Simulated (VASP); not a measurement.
# C (Cmmm) in VASP: further runs

C is run at these levels: PBEsol+D3(BJ); tasks: single point.

Program: VASP 6.6.1. These are calculated values, not measurements. Logs are shortened: lines on timing, memory, paths and dates and some standing lists are left out, and cuts for length are marked.

**1. The cell of the first run**

The structure is orthorhombic, space group Cmmm (No. 65). Conventional cell: a = 2.396 Å, b = 4.150 Å, c = 3.441 Å, α = 90.00°, β = 90.00°, γ = 90.00°. Within 1.8 Å of C (site symmetry m2m) lie 3 C at 1.36 to 1.42 Å.

**2. Single point, PBEsol+D3(BJ)**

File INCAR:

```
  PREC = Accurate
  ENCUT = 520
  EDIFF = 1E-7
  ISMEAR = 0
  SIGMA = 0.15
  LREAL = False
  LASPH = True
  NELM = 60
  ALGO = Normal
  ISIF = 2
  LWAVE = False
  LCHARG = False
  GGA = PS
  IVDW = 12
  NBANDS = 11
```

File KPOINTS:

```
regular mesh
0
Gamma
  21 21 12
```

File POSCAR:

```
C
1.0
    2.3962167908      0.0000000000      0.0000000000
   -1.1981083954      2.0751846138      0.0000000000
    0.0000000000      0.0000000000      3.4412451853
C
2
Direct
    0.3286349562      0.6572699123      0.0000000000
    0.6713650438      0.3427300877      0.0000000000
```

Potentials or basis: VASP PAW PBE potentials, release 64 (C).

Command:

```
$ cat potpaw_PBE.64/C/POTCAR > POTCAR
$ mpirun -np 1 vasp_std > vasp.out
```

OUTCAR:

```text
PREC = Accurate
   ENCUT = 520
   EDIFF = 1E-7
   ISMEAR = 0
   LREAL = False
   LASPH = True
   NELM = 60
   ISIF = 2
   GGA = PS
   IVDW = 12
 IVDW          = 12

 ion  position               nearest neighbor table
   1  0.329  0.657  0.000-   2 1.36   2 1.36   2 1.42
   2  0.671  0.343  0.000-   1 1.36   1 1.36   1 1.42

  LATTYP: Found a hexagonal cell.
 ALAT       =     2.3962167908
 C/A-ratio  =     1.4361159635

  Lattice vectors:

 A1 = (   2.3962167908,   0.0000000000,   0.0000000000)
 A2 = (  -1.1981083954,   2.0751846138,   0.0000000000)
 A3 = (   0.0000000000,   0.0000000000,   3.4412451853)

Analysis of symmetry for initial positions (statically):
=====================================================================
 Subroutine PRICEL returns:
 Original cell was already a primitive cell.

 Routine SETGRP: Setting up the symmetry group for a
 hexagonal supercell.

 Subroutine GETGRP returns: Found  8 space group operations
 (whereof  8 operations were pure point group operations)
 out of a pool of 24 trial point group operations.

The static configuration has the point symmetry D_2h.

Analysis of symmetry for dynamics (positions and initial velocities):
=====================================================================
 Subroutine PRICEL returns:
 Original cell was already a primitive cell.

 Routine SETGRP: Setting up the symmetry group for a
 hexagonal supercell.

 Subroutine GETGRP returns: Found  8 space group operations
 (whereof  8 operations were pure point group operations)
 out of a pool of 24 trial point group operations.

The dynamic configuration has the point symmetry D_2h.

 Subroutine INISYM returns: Found  8 space group operations
 (whereof  8 operations are pure point group operations),
 and found     1 'primitive' translations

----------------------------------------------------------------------------------------

                                     Primitive cell

  volume of cell :      17.1119

  direct lattice vectors                    reciprocal lattice vectors
     2.396216791  0.000000000  0.000000000     0.417324511  0.240942419  0.000000000
    -1.198108395  2.075184614  0.000000000     0.000000000  0.481884837  0.000000000
     0.000000000  0.000000000  3.441245185     0.000000000  0.000000000  0.290592488

  length of vectors
     2.396216791  2.396216791  3.441245185     0.481884837  0.481884837  0.290592488

[... 87 lines left out ...]
   ISYM   =      2    0-nonsym 1-usesym 2-fastsym
   POTIM  = 0.5000    time-step for ionic-motion
   TEBEG  =    0.0;   TEEND  =   0.0 temperature during run
   PSTRESS=    0.0 pullay stress
   NELECT =       8.0000    total number of electrons
   NUPDOWN=      -1.0000    fix difference up-down
   EMIN   =  10.00;   EMAX   =-10.00  energy-range for DOS
   EFERMI =   0.00;   METHOD = LEGACY
   ISMEAR =     0;   SIGMA  =   0.15  broadening in eV -4-tet -1-fermi 0-gaus
   EFERMI_NEDOS =   21; number of points for ismear=-14 and -15
   IALGO  =     38    algorithm
   IMIX   =      4    mixing-type and parameters
     AMIX     =   0.40;   BMIX     =  1.00
     AMIX_MAG =   1.60;   BMIX_MAG =  1.00
  volume/ion in A,a.u.               =       8.56        57.74
  Fermi-wavevector in a.u.,A,eV,Ry     =   1.270590  2.401066 21.965222  1.614398
  Thomas-Fermi vector in A             =   2.403569
   LORBIT       =      0    0 simple, 1 ext, 2 COOP (PROOUT), +10 PAW based schemes
   GGA     = PS    functional components
   LHFCALC =     F    Hartree Fock is set to
   AEXX    =    0.0000 exact exchange contribution
   IVDW    =    12    specifies the selected vdW correction
   LEPSILON=     F    determine dielectric tensor
   LRPA    =     F    only Hartree local field effects (RPA)
 non-spin polarized calculation
 Gauss-broadening in eV      SIGMA  =   0.15
  energy-cutoff  :      520.00
  volume of cell :       17.11
 maximum number of plane-waves:       482
 NGX is ok and might be reduce to    18
   NGX =  9   NGY =  9   NGZ = 13

 number of electron       8.0000000 magnetization

 Free energy of the ion-electron system (eV)
  ---------------------------------------------------
  ext. energy  EPLUGINS =         0.00000000
  ---------------------------------------------------
  free energy    TOTEN  =       -19.11924081 eV

  energy without entropy =      -19.11879632  energy(sigma->0) =      -19.11901856

 E-fermi :   4.9088     XC(G=0): -10.5193

 val. band max:        4.8983012682   @ k =   0.3810   0.3333   0.0000
 cond. band min:       4.9151542565   @ k =   0.3333   0.3333   0.1667
 fundamental gap:      0.0168529883
 Fermi energy:         4.9088081202

 k-point     1 :       0.0000    0.0000    0.0000
  band No.  band energies     occupation
      1     -15.3749      2.00000
      2      -2.4251      2.00000
      3       1.3402      2.00000
      4       2.6100      2.00000
      5       8.4334      0.00000
      6      12.9501      0.00000
      7      14.5732      0.00000
      8      17.6363      0.00000
      9      19.3646      0.00000
     10      27.8915      0.00000
     11      29.9910      0.00000
[... 309 lines left out ...]
 k-point    24 :       0.0952    0.0476    0.0000
  band No.  band energies     occupation
      1     -14.9778      2.00000
      2      -1.9599      2.00000
      3       0.2564      2.00000
      4       1.4216      2.00000
      5       8.9192      0.00000
      6      13.5739      0.00000
      7      15.7419      0.00000
      8      16.3219      0.00000
      9      19.9406      0.00000
     10      28.9741      0.00000
     11      28.9810      0.00000

 [... further k-points ...]

------------------------ aborting loop because EDIFF is reached ----------------------------------------

 Edisp (eV)   -0.21105

 E8    (eV) :    -0.1026

  FORCE on cell =-STRESS in cart. coord.  units (eV):
  Direction    XX          YY          ZZ          XY          YZ          ZX
  --------------------------------------------------------------------------------------
  -------------------------------------------------------------------------------------
  Total       4.92102     3.38928     0.06483     0.00000     0.00000     0.00000
  in kB     460.75172   317.33587     6.06971     0.00000     0.00000     0.00000
  external pressure =      261.39 kB  Pullay stress =        0.00 kB

 VOLUME and BASIS-vectors are now :
 -----------------------------------------------------------------------------
  energy-cutoff  :      520.00
  volume of cell :       17.11
      direct lattice vectors                 reciprocal lattice vectors
     2.396216791  0.000000000  0.000000000     0.417324511  0.240942419  0.000000000
    -1.198108395  2.075184614  0.000000000     0.000000000  0.481884837  0.000000000
     0.000000000  0.000000000  3.441245185     0.000000000  0.000000000  0.290592488

 POSITION                                       TOTAL-FORCE (eV/Angst)
 -----------------------------------------------------------------------------------
      0.00000      1.36396      0.00000         0.000000      2.464616      0.000000
      1.19811      0.71123      0.00000         0.000000     -2.464616      0.000000
 -----------------------------------------------------------------------------------
    total drift:                                0.000000      0.000000     -0.000000

  FREE ENERGIE OF THE ION-ELECTRON SYSTEM (eV)
  ---------------------------------------------------
  free  energy   TOTEN  =       -19.3302883209 eV

  energy  without entropy=      -19.3298438344  energy(sigma->0) =      -19.33006608
```

OSZICAR:

```text
N       E                     dE             d eps       ncg     rms          rms(c)
DAV:   1     0.444603349114E+01    0.44460E+01   -0.44832E+03 19269   0.662E+02
DAV:   2    -0.201127716309E+02   -0.24559E+02   -0.23270E+02 24344   0.132E+02
DAV:   3    -0.206569348082E+02   -0.54416E+00   -0.54299E+00 23925   0.162E+01
DAV:   4    -0.206587509799E+02   -0.18162E-02   -0.18160E-02 21528   0.112E+00
DAV:   5    -0.206587578917E+02   -0.69118E-05   -0.69116E-05 23369   0.634E-02    0.711E+00
DAV:   6    -0.194861800175E+02    0.11726E+01   -0.93349E-01 21288   0.586E+00    0.410E+00
DAV:   7    -0.191156313574E+02    0.37055E+00   -0.10651E+00 21687   0.628E+00    0.114E+00
DAV:   8    -0.191197927537E+02   -0.41614E-02   -0.31364E-02 20548   0.114E+00    0.185E-01
DAV:   9    -0.191191683623E+02    0.62439E-03   -0.11566E-03 21935   0.211E-01    0.761E-02
DAV:  10    -0.191192374704E+02   -0.69108E-04   -0.21572E-04 20841   0.100E-01    0.363E-02
DAV:  11    -0.191192402912E+02   -0.28208E-05   -0.10276E-05 21876   0.190E-02    0.706E-03
DAV:  12    -0.191192408382E+02   -0.54705E-06   -0.59952E-07 20870   0.525E-03    0.247E-03
DAV:  13    -0.191192408082E+02    0.30027E-07   -0.12179E-07 22067   0.211E-03
   1 F= -.19330288E+02 E0= -.19330066E+02  d E =-.444487E-03
```

Run time: 92 s. Hardware: 1 thread of Intel Xeon 6975P-C, shared host; peak memory 0.24 GiB.

Results:

* Free energy: -19.3303 eV
* Pressure: 26.1 GPa
* Largest force: 2.465 eV/Å
* Band gap on the k mesh: zero (band 4 reaches 5.22 eV, above the bottom of band 5 at 4.62 eV)
* Dispersion energy per atom: -0.106 eV

Forces on the atoms (eV/Å):
```
C    0.000  2.465  0.000
C    0.000 -2.465  0.000
```

Stress tensor (GPa, compression positive):
```
46.08  0.00  0.00
 0.00 31.73  0.00
 0.00  0.00  0.61
```

Levels at points of the mesh, in eV from the Fermi level:
| k point | band 1 | band 2 | band 3 | band 4 | band 5 | band 6 | band 7 | band 8 |
| --- | --- | --- | --- | --- | --- | --- | --- | --- |
| (0.00, 0.00, 0.00) | -20.28 | -7.33 | -3.57 | -2.30 | 3.52 | 8.04 | 9.66 | 12.73 |
| (0.00, 0.00, 0.50) | -20.04 | -9.06 | -3.55 | -2.27 | 8.11 | 9.46 | 9.75 | 12.40 |

Caveat: the PAW data sets were made with another functional, which shifts forces and pressure a little.

**3. Single point, PBEsol+D3(BJ)**

File INCAR:

```
PREC = Accurate
ENCUT = 520
EDIFF = 1E-7
ISMEAR = 0
SIGMA = 0.15
LREAL = F
LASPH = T
NELM = 100
ALGO = Normal
ISIF = 2
LWAVE = F
LCHARG = F
GGA = PS
IVDW = 12
NBANDS = 11
```

KPOINTS is that of step 2.

File POSCAR:

```
C
1.0
    2.3962167908      0.0000000000      0.0000000000
   -1.1981083954      2.0751846138      0.0000000000
    0.0000000000      0.0000000000      3.4412451853
C
2
Direct
    0.3474284648      0.6948569296      0.0000000000
    0.6525715352      0.3051430704      0.0000000000
```

Potentials or basis: VASP PAW PBE potentials, release 64 (C).

Command:

```
$ cat potpaw_PBE.64/C/POTCAR > POTCAR
$ mpirun -np 1 vasp_std > vasp.out
```

Wall time 98 s (1 thread of Intel Xeon 6975P-C, shared host); peak memory 0.24 GiB.

It converged, with:

```yaml
Free_energy: -18.8774 eV
Pressure: 33.7 GPa
Largest_force: 9.008 eV/Å
Band_gap_on_the_k_mesh: zero (band 4 reaches 5.27 eV, above the bottom of band 5 at 4.28 eV)
Dispersion_energy_per_atom: -0.106 eV
```

Forces in eV/Å, atoms in the order of the input:
```
C    0.000 -9.008  0.000
C    0.000  9.008  0.000
```

Stress tensor (GPa, compression positive):
```
25.30  0.00  0.00
 0.00 75.45  0.00
 0.00  0.00  0.32
```

Levels at points of the mesh, in eV from the Fermi level:
```
           k point  band 1  band 2  band 3  band 4  band 5  band 6  band 7  band 8  band 9
(0.00, 0.00, 0.00)  -20.04   -7.12   -4.43   -0.74    3.79    6.73   11.28   13.11   14.92
(0.00, 0.00, 0.50)  -19.79   -8.83   -4.40   -0.71    6.79    9.64   11.39   12.78   15.29
```

Caveat: the PAW data sets were made with another functional, which shifts forces and pressure a little.

**4. Single point, PBEsol+D3(BJ)**

File INCAR:

```
SYSTEM = C
PREC = Accurate ; ENCUT = 520
EDIFF = 1E-7 ; ISMEAR = 0
SIGMA = 0.15 ; LREAL = .False.
LASPH = .True. ; NELM = 60
ALGO = Normal ; ISIF = 2
LWAVE = .False. ; LCHARG = .True.
GGA = PS ; IVDW = 12
LELF = .True. ; LVHAR = .True.
NBANDS = 11
```

File KPOINTS:

```
Automatic mesh
0
Gamma
  21 21 12
  0 0 0
```

File POSCAR:

```
C
1.0
    2.3962167908      0.0000000000      0.0000000000
   -1.1981083954      2.0751846138      0.0000000000
    0.0000000000      0.0000000000      3.4412451853
C
2
Direct
    0.3239365790      0.6478731580      0.0000000000
    0.6760634210      0.3521268420      0.0000000000
```

Command:

```
$ cat potpaw_PBE.64/C/POTCAR > POTCAR
$ mpirun -np 1 vasp_std > vasp.out
```

Run time: 90 s. Hardware: 1 thread of Intel Xeon 6975P-C, shared host; peak memory 0.24 GiB.

Results (log left out):

```
Free energy                : -19.1910 eV
Pressure                   : 28.3 GPa
Largest force              : 4.634 eV/Å
Band gap on the k mesh     : zero (band 4 reaches 5.05 eV, above the bottom of band 5 at 4.73 eV)
Dispersion energy per atom : -0.106 eV
```

Forces in eV/Å, atoms in the order of the input:
```
C    0.000  4.634  0.000
C    0.000 -4.634  0.000
```

Stress tensor (GPa, compression positive):
```
56.08  0.00  0.00
 0.00 28.34  0.00
 0.00  0.00  0.51
```

Levels at points of the mesh, in eV from the Fermi level:
| k point | band 1 | band 2 | band 3 | band 4 | band 5 | band 6 | band 7 | band 8 | band 9 |
| --- | --- | --- | --- | --- | --- | --- | --- | --- | --- |
| (0.00, 0.00, 0.00) | -20.26 | -7.32 | -4.15 | -1.60 | 3.56 | 7.27 | 10.51 | 12.79 | 14.49 |
| (0.00, 0.00, 0.50) | -20.02 | -9.04 | -4.13 | -1.57 | 7.33 | 9.46 | 10.60 | 12.46 | 14.86 |

Caveat: the PAW data sets were made with another functional, which shifts forces and pressure a little.
